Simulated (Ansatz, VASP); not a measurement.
# FeO: VASP beside Ansatz

```
Fe O
1.0
     0.00000    2.15540    2.15540
     2.15540    0.00000    2.15540
     2.15540    2.15540    0.00000
Fe O
1 1
Cartesian
  0.0000 0.0000 0.0000
  2.1554 2.1554 2.1554
```

Alike in both runs: task single point; functional PBE; k mesh 11 × 11 × 11; occupations gaussian, width 0.022 eV; collinear spin.

```csv
,VASP,Ansatz
version,VASP 6.6.1,Ansatz 0.2.0
potentials or method,"VASP PAW PBE potentials, release 64 (Fe, O)",Ansatz PAW
plane-wave cutoff (eV),520,420
valence electrons in the cell,14,22
```

```tsv
	VASP	Ansatz	Ansatz less VASP
gap on the k mesh at the Fermi level (eV)	none	none	-
pressure (GPa)	-0.2	-0.3	-0.05
net moment per atom (μB)	2.00	2.00	+0.001
size of the moment on the site where the two differ most (μB)	3.62	3.45	-0.169
```

Site moments also hang on the region over which each program counts them. A gap of «none» marks a metal or a gap that the smearing closes. With one functional, cell and mesh, what is left measures potentials, basis and numerics. VASP's potentials hold 14 valence electrons a cell and Ansatz's 22, so a difference there can come from the potentials and not from the codes.
